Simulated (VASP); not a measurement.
# TiB2 (P6/mmm) in VASP: a series of runs, part 2 of 2

VASP 6.6.1.

## Step 6: Single point, PBE

Input file INCAR:

```
PREC = Accurate
ENCUT = 520
EDIFF = 1E-7
ISMEAR = -1
SIGMA = 0.1
LREAL = F
LASPH = T
NELM = 80
ALGO = Normal
ISIF = 2
LWAVE = F
LCHARG = T
GGA = PE
LELF = T
LVHAR = T
NBANDS = 16
```

Input file KPOINTS:

```
regular mesh
0
Gamma
  8 8 7
```

Input file POSCAR:

```
TiB2
1.0
    3.0292000000      0.0000000000      0.0000000000
   -1.5146000000      2.6233641531      0.0000000000
    0.0000000000      0.0000000000      3.2284000000
Ti B
1 2
Direct
    0.0000000000      0.0000000000      0.0000000000
    0.3333333333      0.6666666667      0.5000000000
    0.6666666667      0.3333333333      0.5000000000
```

Potentials or basis: VASP PAW PBE potentials, release 64 (Ti_sv, B).

Run with:

```
$ cat potpaw_PBE.64/Ti_sv/POTCAR potpaw_PBE.64/B/POTCAR > POTCAR
$ mpirun -np 1 vasp_std > vasp.out
```

OUTCAR:

```text
PREC = Accurate
   ENCUT = 520
   EDIFF = 1E-7
   ISMEAR = -1
   LREAL = F
   LASPH = T
   NELM = 80
   ISIF = 2
   GGA = PE

 ion  position               nearest neighbor table
   1  0.000  0.000  0.000-   2 2.38   3 2.38   2 2.38   3 2.38   2 2.38   2 2.38   3 2.38   3 2.38
                             3 2.38   3 2.38   2 2.38   2 2.38
   2  0.333  0.667  0.500-   3 1.75   3 1.75   3 1.75   1 2.38   1 2.38   1 2.38   1 2.38   1 2.38
                             1 2.38
   3  0.667  0.333  0.500-   2 1.75   2 1.75   2 1.75   1 2.38   1 2.38   1 2.38   1 2.38   1 2.38
                             1 2.38

  LATTYP: Found a hexagonal cell.
 ALAT       =     3.0292000000
 C/A-ratio  =     1.0657599366

  Lattice vectors:

 A1 = (   3.0292000000,   0.0000000000,   0.0000000000)
 A2 = (  -1.5146000000,   2.6233641531,   0.0000000000)
 A3 = (   0.0000000000,   0.0000000000,   3.2284000000)

Analysis of symmetry for initial positions (statically):
=====================================================================
 Subroutine PRICEL returns:
 Original cell was already a primitive cell.

 Routine SETGRP: Setting up the symmetry group for a
 hexagonal supercell.
[... 165 lines left out ...]
  free energy    TOTEN  =       -24.43834512 eV

  energy without entropy =      -24.42949500  energy(sigma->0) =      -24.43392006

 E-fermi :  10.0318     XC(G=0): -12.7685

 val. band max:        9.8891229213   @ k =   0.0000   0.0000   0.4286
 cond. band min:      10.2851861703   @ k =   0.1250   0.1250   0.2857
 fundamental gap:      0.3960632490
 Fermi energy:        10.0317955244

 k-point     1 :       0.0000    0.0000    0.0000
  band No.  band energies     occupation
      1     -46.9575      2.00000
      2     -23.3117      2.00000
      3     -22.9932      2.00000
      4     -22.9932      2.00000
      5      -3.5080      2.00000
      6       7.3990      2.00000
[... 433 lines left out ...]
      3     -23.3206      2.00000
      4     -23.0600      2.00000
      5      -0.5497      2.00000
      6       2.8889      2.00000
[... 8 lines left out ...]
     15      17.8540      0.00000
     16      22.3418      0.00000

 [... further k-points ...]
[... 5 lines left out ...]
  --------------------------------------------------------------------------------------
  -------------------------------------------------------------------------------------
  Total        0.1540063      0.1540063     -0.1133993      0.0000000     -0.0000000      0.0000000
  in kB        9.6177904      9.6177904     -7.0818572      0.0000000     -0.0000000      0.0000000
  external PRESSURE =       4.0512412 kB  Pullay stress =       0.0000000 kB

 VOLUME and BASIS-vectors are now :
 -----------------------------------------------------------------------------
  energy-cutoff  :      520.00
  volume of cell :       25.66
      direct lattice vectors                 reciprocal lattice vectors
     3.029200000  0.000000000  0.000000000     0.330120164  0.190594965  0.000000000
    -1.514600000  2.623364153  0.000000000     0.000000000  0.381189931  0.000000000
     0.000000000  0.000000000  3.228400000     0.000000000  0.000000000  0.309750960

 POSITION                                       TOTAL-FORCE (eV/Angst)
 -----------------------------------------------------------------------------------
      0.00000      0.00000      0.00000        -0.000000      0.000000     -0.000000
     -0.00000      1.74891      1.61420         0.000000      0.000000      0.000000
      1.51460      0.87445      1.61420        -0.000000      0.000000     -0.000000
 -----------------------------------------------------------------------------------
    total drift:                               -0.000000      0.000000      0.000000

  FREE ENERGIE OF THE ION-ELECTRON SYSTEM (eV)
  ---------------------------------------------------
  free  energy   TOTEN  =       -24.4383451182 eV

  energy  without entropy=      -24.4294949974  energy(sigma->0) =      -24.43392006
```

stdout:

```text
POSCAR found type information on POSCAR TiB
 POSCAR found :  2 types and       3 ions
 scaLAPACK will be used
 LDA part: xc-table for (Slater+PW92), standard interpolation
 POSCAR, INCAR and KPOINTS ok, starting setup
 FFT: planning ... GRIDC
 FFT: planning ... GRID_SOFT
 FFT: planning ... GRID
 WAVECAR not read
 entering main loop
```

Run time: 8.2 s. Hardware: 1 thread of Intel Xeon Platinum 8559C (Emerald Rapids), shared host; peak memory 0.14 GiB.

Results:

| Item | Value |
| --- | --- |
| Free energy | -24.4383 eV |
| Pressure | 0.4 GPa |
| Band gap on the k mesh | zero (band 9 reaches 10.41 eV, above the bottom of band 10 at 9.89 eV) |

Levels at points of the mesh, in eV from the Fermi level:
```
           k point  band 5  band 6  band 7  band 8  band 9  band 10  band 11  band 12  band 13  band 14
(0.00, 0.00, 0.00)  -13.54   -2.63   -2.63   -2.36   -2.15     1.86     1.86     3.62     3.62     5.74
(0.50, 0.00, 0.00)   -9.40   -9.27   -3.30   -3.26   -2.30     1.30     2.71     3.18     3.33     7.41
```

## Step 7: Single point, PBE

Input file INCAR:

```
PREC = Accurate
ENCUT = 520
EDIFF = 1E-6
ISMEAR = -1
SIGMA = 0.1
LREAL = False
LASPH = True
NELM = 100
ALGO = Normal
ISIF = 2
LWAVE = False
LCHARG = False
GGA = PE
NBANDS = 16
```

Input file KPOINTS:

```
regular mesh
0
Gamma
  10 10 9
```

POSCAR is that of step 6.

Run with:

```
$ cat potpaw_PBE.64/Ti_sv/POTCAR potpaw_PBE.64/B/POTCAR > POTCAR
$ mpirun -np 1 vasp_std > vasp.out
```

It took 12 s on 1 thread of Intel Xeon Platinum 8559C (Emerald Rapids), shared host; peak memory 0.15 GiB.

Results (log left out):

```
Free energy            : -24.4335 eV
Pressure               : 0.5 GPa
Band gap on the k mesh : zero (band 9 reaches 10.19 eV, above the bottom of band 10 at 9.83 eV)
```

Stress tensor (GPa, compression positive):
```
0.79 0.00 0.00
0.00 0.79 0.00
0.00 0.00 0.03
```

Levels at points of the mesh, in eV from the Fermi level:
| k point | band 5 | band 6 | band 7 | band 8 | band 9 | band 10 | band 11 | band 12 | band 13 | band 14 |
| --- | --- | --- | --- | --- | --- | --- | --- | --- | --- | --- |
| (0.00, 0.00, 0.00) | -13.46 | -2.55 | -2.55 | -2.28 | -2.06 | 1.94 | 1.94 | 3.70 | 3.70 | 5.82 |
| (0.50, 0.00, 0.00) | -9.32 | -9.19 | -3.22 | -3.17 | -2.21 | 1.38 | 2.79 | 3.26 | 3.41 | 7.49 |

## Step 8: Summary

```csv
k mesh,gap on the mesh (eV),pressure (GPa)
3 × 3 × 2,none,0.1
4 × 4 × 3,none,0.8
5 × 5 × 4,none,0.7
7 × 7 × 6,none,0.5
8 × 8 × 7,none,0.4
10 × 10 × 9,none,0.5
```

Alike in all rows: task single point; level PBE; potentials or basis VASP PAW PBE potentials, release 64 (Ti_sv, B); no spin polarisation; cell as given; cutoff (eV) 520; smearing fermi-dirac 0.1 eV.

Caveats: some runs use coarse meshes.

Absolute energies hang on the potentials; compare differences alone.
